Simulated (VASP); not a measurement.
# SnO (Cmce) in VASP: relaxation of cell and atoms with PBEsol

Aim: the relaxation of cell and atoms of SnO with PBEsol.

Everything below comes from runs of VASP 6.6.1. Logs are shortened: lines on timing, memory, paths and dates and some standing lists are left out, and cuts for length are marked.

### Step 1. The cell of the first run

The structure is orthorhombic, space group Cmce (No. 64). The conventional cell has a = 5.474 Å, b = 5.476 Å, c = 10.222 Å, α = 90.00°, β = 90.00°, γ = 90.00°. Within 3.0 Å of Sn (site symmetry m) lie 4 O at 2.25 to 2.26 Å. Within 3.0 Å of O (site symmetry 2) lie 4 Sn at 2.25 to 2.26 Å and 4 O at 2.74 Å.

### Step 2. Relaxation of cell and atoms, PBEsol

Contents of INCAR:

```
ALGO = Normal
EDIFF = 1E-7
EDIFFG = -0.03
ENCUT = 600
GGA = PS
GGA_COMPAT = F
IBRION = 2
ISIF = 3
ISMEAR = -1
LASPH = T
LCHARG = F
LREAL = F
LWAVE = F
NELM = 120
NELMIN = 4
NSW = 60
PREC = Accurate
SIGMA = 0.05
```

Contents of KPOINTS:

```
k-points
0
Gamma
  6 6 2
```

Contents of POSCAR:

```
SnO
1.0
    2.7369120000     -2.7377960000      0.0000000000
    2.7369120000      2.7377960000      0.0000000000
    0.0000000000      0.0000000000     10.2219600000
Sn O
4 4
Direct
    0.7365470000      0.2634530000      0.8638580000
    0.7634530000      0.2365470000      0.3638580000
    0.2634530000      0.7365470000      0.1361420000
    0.2365470000      0.7634530000      0.6361420000
    0.2619440000      0.2380560000      0.2500000000
    0.2380560000      0.2619440000      0.7500000000
    0.7619440000      0.7380560000      0.2500000000
    0.7380560000      0.7619440000      0.7500000000
```

Potentials or basis: VASP PAW PBE potentials, release 64 (Sn_d, O).

The run is started by

```bash
$ cat potpaw_PBE.64/Sn_d/POTCAR potpaw_PBE.64/O/POTCAR > POTCAR
$ mpirun -np 1 vasp_std > vasp.out
```

OUTCAR:

```text
EDIFF = 1E-7
   EDIFFG = -0.03
   ENCUT = 600
   GGA = PS
   IBRION = 2
   ISIF = 3
   ISMEAR = -1
   LASPH = T
   LREAL = F
   NELM = 120
   NELMIN = 4
   NSW = 60
   PREC = Accurate

 ion  position               nearest neighbor table
   1  0.737  0.263  0.864-   6 2.25   8 2.25   6 2.26   8 2.26   4 3.59   4 3.59   4 3.59   4 3.59

   2  0.763  0.237  0.364-   5 2.25   7 2.25   7 2.26   5 2.26   3 3.59   3 3.59   3 3.59   3 3.59

   3  0.263  0.737  0.136-   5 2.25   7 2.25   5 2.26   7 2.26   2 3.59   2 3.59   2 3.59   2 3.59

   4  0.237  0.763  0.636-   6 2.25   8 2.25   8 2.26   6 2.26   1 3.59   1 3.59   1 3.59   1 3.59

   5  0.262  0.238  0.250-   2 2.25   3 2.25   2 2.26   3 2.26
   6  0.238  0.262  0.750-   1 2.25   4 2.25   4 2.26   1 2.26
   7  0.762  0.738  0.250-   2 2.25   3 2.25   3 2.26   2 2.26
   8  0.738  0.762  0.750-   1 2.25   4 2.25   1 2.26   4 2.26

  LATTYP: Found a base centered orthorhombic cell.
 ALAT       =     5.4738240000
 B/A-ratio  =     1.0003229918
 C/A-ratio  =     1.8674257704

  Lattice vectors:

 A1 = (   2.7369120000,  -2.7377960000,   0.0000000000)
 A2 = (   2.7369120000,   2.7377960000,   0.0000000000)
 A3 = (   0.0000000000,   0.0000000000,  10.2219600000)

Analysis of symmetry for initial positions (statically):
=====================================================================
 Subroutine PRICEL returns:
 Original cell was already a primitive cell.

 Routine SETGRP: Setting up the symmetry group for a
 base centered orthorhombic supercell.

 Subroutine GETGRP returns: Found  8 space group operations
 (whereof  4 operations were pure point group operations)
 out of a pool of  8 trial point group operations.

The static configuration has the point symmetry C_2h.
 The point group associated with its full space group is D_2h.

Analysis of symmetry for dynamics (positions and initial velocities):
=====================================================================
 Subroutine PRICEL returns:
 Original cell was already a primitive cell.

 Routine SETGRP: Setting up the symmetry group for a
 base centered orthorhombic supercell.

 Subroutine GETGRP returns: Found  8 space group operations
 (whereof  4 operations were pure point group operations)
 out of a pool of  8 trial point group operations.

The dynamic configuration has the point symmetry C_2h.
 The point group associated with its full space group is D_2h.

 Subroutine INISYM returns: Found  8 space group operations
 (whereof  4 operations are pure point group operations),
 and found     1 'primitive' translations

----------------------------------------------------------------------------------------

                                     Primitive cell

  volume of cell :     153.1885
[... 100 lines left out ...]
   NELM   =    120;   NELMIN=  4; NELMDL= -5     # of ELM steps
   EDIFF  = 0.1E-06   stopping-criterion for ELM
   LREAL  =      F    real-space projection
   EDIFFG = -.3E-01   stopping-criterion for IOM
   NSW    =     60    number of steps for IOM
   IBRION =      2    ionic relax: 0-MD 1-quasi-New 2-CG
   NFREE  =      1    steps in history (QN), initial steepest desc. (CG)
   ISIF   =      3    stress and relaxation
   ISYM   =      2    0-nonsym 1-usesym 2-fastsym
   POTIM  = 0.5000    time-step for ionic-motion
   TEBEG  =    0.0;   TEEND  =   0.0 temperature during run
   PSTRESS=    0.0 pullay stress
   NELECT =      80.0000    total number of electrons
   NUPDOWN=      -1.0000    fix difference up-down
   EMIN   =  10.00;   EMAX   =-10.00  energy-range for DOS
   EFERMI =   0.00;   METHOD = LEGACY
   ISMEAR =    -1;   SIGMA  =   0.05  broadening in eV -4-tet -1-fermi 0-gaus
   EFERMI_NEDOS =   21; number of points for ismear=-14 and -15
   IALGO  =     38    algorithm
   IMIX   =      4    mixing-type and parameters
     AMIX     =   0.40;   BMIX     =  1.00
     AMIX_MAG =   1.60;   BMIX_MAG =  1.00
  volume/ion in A,a.u.               =      19.15       129.22
  Fermi-wavevector in a.u.,A,eV,Ry     =   1.318346  2.491313 23.647424  1.738037
  Thomas-Fermi vector in A             =   2.448323
   LORBIT       =      0    0 simple, 1 ext, 2 COOP (PROOUT), +10 PAW based schemes
   GGA     = PS    functional components
   LHFCALC =     F    Hartree Fock is set to
   AEXX    =    0.0000 exact exchange contribution
   IVDW    =     0    specifies the selected vdW correction
   LEPSILON=     F    determine dielectric tensor
   LRPA    =     F    only Hartree local field effects (RPA)
 conjugate gradient relaxation of ions
 non-spin polarized calculation
  energy-cutoff  :      600.00
  volume of cell :      153.19
 maximum number of plane-waves:      5136
   NGX = 15   NGY = 15   NGZ = 41

--------------------------------------- Ionic step        1  -------------------------------------------

 number of electron      79.9999994 magnetization

 Free energy of the ion-electron system (eV)
  ---------------------------------------------------
  ext. energy  EPLUGINS =         0.00000000
  ---------------------------------------------------
  free energy    TOTEN  =       -48.29155858 eV

  energy without entropy =      -48.29132232  energy(sigma->0) =      -48.29144045

 E-fermi :   6.1060     XC(G=0):  -9.9961

 val. band max:        5.8405633332   @ k =   0.0000   0.0000   0.0000
 cond. band min:       6.3482519893   @ k =   0.5000   0.5000   0.0000
 fundamental gap:      0.5076886561
 Fermi energy:         6.1060084476

 k-point     1 :       0.0000    0.0000    0.0000
  band No.  band energies     occupation
      1     -15.7500      2.00000
      2     -15.7416      2.00000
      3     -15.3984      2.00000
      4     -15.3898      2.00000
      5     -15.3851      2.00000
      6     -15.3843      2.00000
[... 1334 lines left out ...]
  FREE ENERGIE OF THE ION-ELECTRON SYSTEM (eV)
  ---------------------------------------------------
  free  energy   TOTEN  =       -48.3695855914 eV

  energy  without entropy=      -48.3691320673  energy(sigma->0) =      -48.36935883

[... ionic steps 4 to 16 ...]

--------------------------------------- Ionic step       17  -------------------------------------------

 number of electron      79.9999995 magnetization

------------------------ aborting loop because EDIFF is reached ----------------------------------------
[... 79 lines left out ...]
--------------------------------------- Ionic step       19  -------------------------------------------

 number of electron      80.0000016 magnetization

 Free energy of the ion-electron system (eV)
  ---------------------------------------------------
  ext. energy  EPLUGINS =         0.00000000
  ---------------------------------------------------
  free energy    TOTEN  =       -48.46452959 eV

  energy without entropy =      -48.45909627  energy(sigma->0) =      -48.46181293

 E-fermi :   7.3438     XC(G=0): -10.6686

 val. band max:        7.2938474768   @ k =   0.1667   0.0000   0.0000
 cond. band min:       7.3854185622   @ k =   0.0000   0.0000   0.0000
 fundamental gap:      0.0915710854
 Fermi energy:         7.3438129527

 k-point     1 :       0.0000    0.0000    0.0000
  band No.  band energies     occupation
      1     -14.5853      2.00000
      2     -14.5605      2.00000
      3     -14.1600      2.00000
      4     -14.1472      2.00000
      5     -14.1471      2.00000
      6     -14.1350      2.00000
[... 1250 lines left out ...]
  FREE ENERGIE OF THE ION-ELECTRON SYSTEM (eV)
  ---------------------------------------------------
  free  energy   TOTEN  =       -48.4645295882 eV

  energy  without entropy=      -48.4590962727  energy(sigma->0) =      -48.46181293

 reached required accuracy - stopping structural energy minimisation
```

CONTCAR:

```text
SnO
   1.00000000000000
     2.6824828285428324   -2.6824459076511671   -0.0000000000000000
     2.6824828285428324    2.6824459076511671    0.0000000000000000
     0.0000000000000000    0.0000000000000000    9.4453681517766199
  Sn              O
     4     4
Direct
     0.7479681573396096    0.2520318426603903    0.8729018429460652
     0.7520318426603904    0.2479681573396096    0.3729018429460652
     0.2520318426603903    0.7479681573396096    0.1270981570539348
     0.2479681573396096    0.7520318426603904    0.6270981570539348
     0.2513183897955738    0.2486816102044261    0.2500000000000000
     0.2486816102044261    0.2513183897955738    0.7500000000000000
     0.7513183897955740    0.7486816102044260    0.2500000000000000
     0.7486816102044260    0.7513183897955740    0.7500000000000000

  0.00000000E+00  0.00000000E+00  0.00000000E+00
  0.00000000E+00  0.00000000E+00  0.00000000E+00
  0.00000000E+00  0.00000000E+00  0.00000000E+00
  0.00000000E+00  0.00000000E+00  0.00000000E+00
  0.00000000E+00  0.00000000E+00  0.00000000E+00
  0.00000000E+00  0.00000000E+00  0.00000000E+00
  0.00000000E+00  0.00000000E+00  0.00000000E+00
  0.00000000E+00  0.00000000E+00  0.00000000E+00
```

Wall time 24 min (1 thread of Intel Xeon 6975P-C (Granite Rapids), shared host); peak memory 0.41 GiB.

What came out:

- Free energy: -48.4645 eV
- Relaxed volume: 16.99 Å³/atom
- Relaxed cell: a = 3.794 Å, b = 3.794 Å, c = 9.445 Å, α = 90.00°, β = 90.00°, γ = 90.00°
- Space group after relaxing (to 0.1 Å): P4/nmm (No. 129)
- Energy gained by relaxing: 21.6 meV/atom
- Ionic steps: 19
- Pressure after relaxing: 0.2 GPa
- Largest force after relaxing: 0.027 eV/Å
- Band gap on the k mesh: zero (bands 40 and 41 overlap by 0.21 eV)

Forces on the atoms (eV/Å):
```
Sn   0.000 -0.022  0.016
Sn   0.000  0.022  0.016
Sn   0.000  0.022 -0.016
Sn   0.000 -0.022 -0.016
O    0.000 -0.010  0.000
O    0.000  0.010  0.000
O    0.000 -0.010  0.000
O    0.000  0.010  0.000
```

Step by step:
| step | energy change (eV) | largest force (eV/Å) | pressure (GPa) | volume (Å³) |
| --- | --- | --- | --- | --- |
| 1 | 0.0000 | 0.3101 | -3.91 | 153.19 |
| 2 | -0.0239 | 0.9277 | 3.11 | 143.05 |
| 3 | -0.0780 | 0.3433 | -0.33 | 147.51 |
| 4 | -0.0968 | 0.2335 | -0.27 | 145.99 |
| 5 | -0.1137 | 0.0315 | -0.10 | 142.64 |
| 6 | -0.1322 | 0.0380 | -0.04 | 141.11 |
| 7 | -0.1636 | 0.0648 | 0.34 | 136.71 |
| 8 | -0.1646 | 0.0729 | 0.52 | 135.39 |
| 9 | -0.1648 | 0.0708 | 0.47 | 135.72 |
| 10 | -0.1600 | 0.2245 | -1.19 | 137.03 |
| 11 | -0.1662 | 0.0615 | -0.07 | 136.14 |
| 12 | -0.1675 | 0.0390 | -0.05 | 136.14 |
| 13 | -0.1681 | 0.0428 | -0.02 | 136.14 |
| 14 | -0.1682 | 0.0531 | 0.00 | 136.13 |
| 15 | -0.1694 | 0.0508 | -0.03 | 136.13 |
| 16 | -0.1710 | 0.0811 | -0.12 | 136.11 |
| 17 | -0.1717 | 0.0578 | 0.02 | 135.99 |
| 18 | -0.1722 | 0.0401 | 0.31 | 135.76 |
| 19 | -0.1730 | 0.0272 | 0.20 | 135.93 |

Final structure:
```cif
data_structure
_symmetry_space_group_name_H-M 'P 1'
_symmetry_Int_Tables_number 1
_cell_length_a 3.7936
_cell_length_b 3.7936
_cell_length_c 9.4454
_cell_angle_alpha 90.000
_cell_angle_beta 90.000
_cell_angle_gamma 89.999
_cell_volume 135.93
loop_
_atom_site_label
_atom_site_type_symbol
_atom_site_fract_x
_atom_site_fract_y
_atom_site_fract_z
_atom_site_occupancy
Sn1 Sn 0.74797 0.25203 0.87290 1
Sn2 Sn 0.75203 0.24797 0.37290 1
Sn3 Sn 0.25203 0.74797 0.12710 1
Sn4 Sn 0.24797 0.75203 0.62710 1
O1 O 0.25132 0.24868 0.25000 1
O2 O 0.24868 0.25132 0.75000 1
O3 O 0.75132 0.74868 0.25000 1
O4 O 0.74868 0.75132 0.75000 1
```

Caveat: semilocal functionals underestimate gaps, so a narrow gap can read as zero; the PAW data sets were made with another functional, which shifts forces and pressure a little; spin-orbit coupling is left out, which moves the levels of the heavy elements.
